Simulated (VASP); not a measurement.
**InSb: single point with r2SCAN**

InSb:

```xyz
2
Lattice="0.0000 2.7383 3.8720 2.7383 0.0000 3.8720 2.7383 2.7383 0.0000" Properties=species:S:1:pos:R:3 pbc="T T T"
In    0.0000    0.0000    0.0000
Sb    2.7383    2.7383    3.8720
```

This cell differs from its parent crystal: ratio of the length along z to the lengths across it x 1.414, volume and fractional coordinates fixed.

```yaml
Program: VASP 6.6.1
Task: single point
Functional: r2SCAN
Potentials_or_basis: VASP PAW PBE potentials, release 64 (In_d, Sb)
Cutoff: 520 eV
k_mesh: 6 × 6 × 6
Occupations: gaussian, width 0.15 eV
Spin: no spin polarisation
```

- Pressure: 9.9 GPa
- Band gap on the k mesh: zero (bands 9 and 10 overlap by 2.18 eV)

Stress tensor (GPa, compression positive):
```
16.67  0.00  0.00
 0.00 16.67  0.00
 0.00  0.00 -3.70
```

Levels at points of the mesh, in eV from the Fermi level:
| k point | band 6 | band 7 | band 8 | band 9 | band 10 | band 11 | band 12 | band 13 |
| --- | --- | --- | --- | --- | --- | --- | --- | --- |
| (0.00, 0.00, 0.00) | -11.80 | -1.02 | -1.02 | -0.52 | 0.86 | 4.45 | 4.68 | 5.65 |
| (0.50, 0.00, 0.00) | -9.95 | -7.26 | -0.73 | 0.99 | 1.41 | 3.74 | 4.29 | 5.23 |
| (0.50, 0.50, 0.00) | -11.01 | -4.40 | -1.56 | -1.56 | -0.25 | 4.59 | 8.18 | 10.40 |
| (0.50, 0.00, 0.50) | -7.86 | -5.05 | -4.44 | -3.86 | -0.69 | 3.74 | 4.44 | 8.92 |

It took 3.3 min on 1 thread of AMD EPYC 7R13 (shared host), peak memory 0.18 GiB.

Caveat: the stress differs along the axes, from -4 to 17 GPa; the PAW data sets were made with another functional, which shifts forces and pressure a little; spin-orbit coupling is left out, which moves the levels of the heavy elements.
